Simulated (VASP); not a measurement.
# Ru (Im-3m) in VASP: further runs, part 2 of 2

VASP 6.6.1.

## 4. Single point, LDA (volume scaled by 0.96)

File INCAR:

```
  PREC = Accurate
  ENCUT = 600
  EDIFF = 1E-6
  ISMEAR = -1
  SIGMA = 0.1
  LREAL = False
  LASPH = True
  NELM = 120
  ALGO = Normal
  ISIF = 2
  LWAVE = False
  LCHARG = False
  NBANDS = 14
  GGA_COMPAT = False
```

File KPOINTS:

```
Automatic mesh
0
Gamma
  17 17 17
```

File POSCAR:

```
Ru
1.0
   -1.4800780578      1.4800780578      1.4800780578
    1.4800780578     -1.4800780578      1.4800780578
    1.4800780578      1.4800780578     -1.4800780578
Ru
1
Direct
    0.0000000000      0.0000000000      0.0000000000
```

Potentials or basis: VASP PAW LDA potentials, release 64 (Ru_sv).

The run is started by

```
> cat potpaw_LDA.64/Ru_sv/POTCAR > POTCAR
> mpirun -np 1 vasp_std > vasp.out
```

OUTCAR:

```text
PREC = Accurate
   ENCUT = 600
   EDIFF = 1E-6
   ISMEAR = -1
   LREAL = False
   LASPH = True
   NELM = 120
   ISIF = 2

 ion  position               nearest neighbor table
   1  0.000  0.000  0.000-

  LATTYP: Found a body centered cubic cell.
 ALAT       =     2.9601561156

  Lattice vectors:

 A1 = (  -1.4800780578,   1.4800780578,   1.4800780578)
 A2 = (   1.4800780578,  -1.4800780578,   1.4800780578)
 A3 = (   1.4800780578,   1.4800780578,  -1.4800780578)

Analysis of symmetry for initial positions (statically):
=====================================================================
 Subroutine PRICEL returns:
 Original cell was already a primitive cell.

 Routine SETGRP: Setting up the symmetry group for a
 body centered cubic supercell.

 Subroutine GETGRP returns: Found 48 space group operations
 (whereof 48 operations were pure point group operations)
 out of a pool of 48 trial point group operations.

The static configuration has the point symmetry O_h .

Analysis of symmetry for dynamics (positions and initial velocities):
=====================================================================
 Subroutine PRICEL returns:
 Original cell was already a primitive cell.

 Routine SETGRP: Setting up the symmetry group for a
 body centered cubic supercell.

 Subroutine GETGRP returns: Found 48 space group operations
 (whereof 48 operations were pure point group operations)
 out of a pool of 48 trial point group operations.

The dynamic configuration has the point symmetry O_h .

 Subroutine INISYM returns: Found 48 space group operations
 (whereof 48 operations are pure point group operations),
 and found     1 'primitive' translations

----------------------------------------------------------------------------------------

                                     Primitive cell

[... 107 lines left out ...]
     AMIX     =   0.40;   BMIX     =  1.00
     AMIX_MAG =   1.60;   BMIX_MAG =  1.00
  volume/ion in A,a.u.               =      12.97        87.52
  Fermi-wavevector in a.u.,A,eV,Ry     =   1.755807  3.317995 41.944852  3.082860
  Thomas-Fermi vector in A             =   2.825481
   LORBIT       =      0    0 simple, 1 ext, 2 COOP (PROOUT), +10 PAW based schemes
   GGA     = CA    functional components
   LHFCALC =     F    Hartree Fock is set to
   AEXX    =    0.0000 exact exchange contribution
   IVDW    =     0    specifies the selected vdW correction
   LEPSILON=     F    determine dielectric tensor
   LRPA    =     F    only Hartree local field effects (RPA)
 non-spin polarized calculation
  energy-cutoff  :      600.00
  volume of cell :       12.97
 maximum number of plane-waves:       447
   NGX = 11   NGY = 11   NGZ = 11

 number of electron      16.0000001 magnetization

 Free energy of the ion-electron system (eV)
  ---------------------------------------------------
  ext. energy  EPLUGINS =         0.00000000
  ---------------------------------------------------
  free energy    TOTEN  =       -10.02293142 eV

  energy without entropy =       -9.96479684  energy(sigma->0) =       -9.99386413

 E-fermi :  16.0804     XC(G=0): -14.7938

 val. band max:       16.0761949513   @ k =   0.1765   0.1765   0.1176
 cond. band min:      16.0889409241   @ k =  -0.0588   0.0588   0.0588
 fundamental gap:      0.0127459728
 Fermi energy:        16.0803815864

 k-point     1 :       0.0000    0.0000    0.0000
  band No.  band energies     occupation
      1     -56.8020      2.00000
      2     -26.2873      2.00000
      3     -26.2873      2.00000
      4     -26.2873      2.00000
      5       7.6142      2.00000
      6      12.9507      2.00000
      7      12.9507      2.00000
      8      12.9507      2.00000
      9      15.9622      1.53073
     10      15.9622      1.53073
     11      33.1352      0.00000
     12      33.1352      0.00000
     13      33.1352      0.00000
     14      45.2248      0.00000
[... 377 lines left out ...]
      1     -56.6384      2.00000
      2     -27.1055      2.00000
      3     -26.5605      2.00000
      4     -26.3719      2.00000
      5      10.3745      2.00000
      6      11.9099      2.00000
      7      12.3229      2.00000
      8      15.1793      1.99976
      9      16.4417      0.05252
     10      17.2142      0.00002
     11      32.1665      0.00000
     12      32.8758      0.00000
     13      36.8374      0.00000
     14      37.5140      0.00000

 [... further k-points ...]
[... 5 lines left out ...]
  --------------------------------------------------------------------------------------
  -------------------------------------------------------------------------------------
  Total        1.2648424      1.2648424      1.2648424      0.0000000      0.0000000      0.0000000
  in kB      156.2547194    156.2547194    156.2547194      0.0000000      0.0000000      0.0000000
  external PRESSURE =     156.2547194 kB  Pullay stress =       0.0000000 kB

 VOLUME and BASIS-vectors are now :
 -----------------------------------------------------------------------------
  energy-cutoff  :      600.00
  volume of cell :       12.97
      direct lattice vectors                 reciprocal lattice vectors
    -1.480078058  1.480078058  1.480078058     0.000000000  0.337820021  0.337820021
     1.480078058 -1.480078058  1.480078058     0.337820021  0.000000000  0.337820021
     1.480078058  1.480078058 -1.480078058     0.337820021  0.337820021  0.000000000

 POSITION                                       TOTAL-FORCE (eV/Angst)
 -----------------------------------------------------------------------------------
      0.00000      0.00000      0.00000         0.000000      0.000000      0.000000
 -----------------------------------------------------------------------------------
    total drift:                                0.000000     -0.000000      0.000000

  FREE ENERGIE OF THE ION-ELECTRON SYSTEM (eV)
  ---------------------------------------------------
  free  energy   TOTEN  =       -10.0229314238 eV

  energy  without entropy=       -9.9647968446  energy(sigma->0) =       -9.99386413
```

stdout:

```text
POSCAR found type information on POSCAR Ru
 POSCAR found :  1 types and       1 ions
 scaLAPACK will be used
 LDA part: xc-table for (Slater(with rela. corr.)+CA(PZ))
 , standard interpolation
 POSCAR, INCAR and KPOINTS ok, starting setup
 FFT: planning ... GRIDC
 FFT: planning ... GRID_SOFT
 FFT: planning ... GRID
 WAVECAR not read
 entering main loop
```

It took 14 s on 1 thread of Intel Xeon Platinum 8488C (Sapphire Rapids), shared host; peak memory 0.14 GiB.

What came out:

- Free energy: -10.0229 eV
- Pressure: 15.6 GPa
- Band gap on the k mesh: zero (band 8 reaches 18.01 eV, above the bottom of band 9 at 14.14 eV)

## 5. The runs side by side

```tsv
potentials or basis	spin	cell	k mesh	cutoff (eV)	second run	gap on the mesh (eV)	pressure (GPa)
VASP PAW LDA potentials, release 64 (Ru_pv)	off	a = 2.599 Å, angles 109.5°, 1 atom	24 × 24 × 24	520	-	none	0.9
VASP PAW LDA potentials, release 64 (Ru_pv)	non-collinear, zero start, SOC	a = 2.599 Å, angles 109.5°, 1 atom	15 × 15 × 15	520	-	-	1.2
VASP PAW LDA potentials, release 64 (Ru_sv)	off	a = 2.564 Å, angles 109.5°, 1 atom	17 × 17 × 17	600	valence_matched	none	15.6
```

Alike in all rows: task single point; level LDA; smearing fermi-dirac 0.1 eV.

Absolute energies hang on the potentials; compare differences alone.
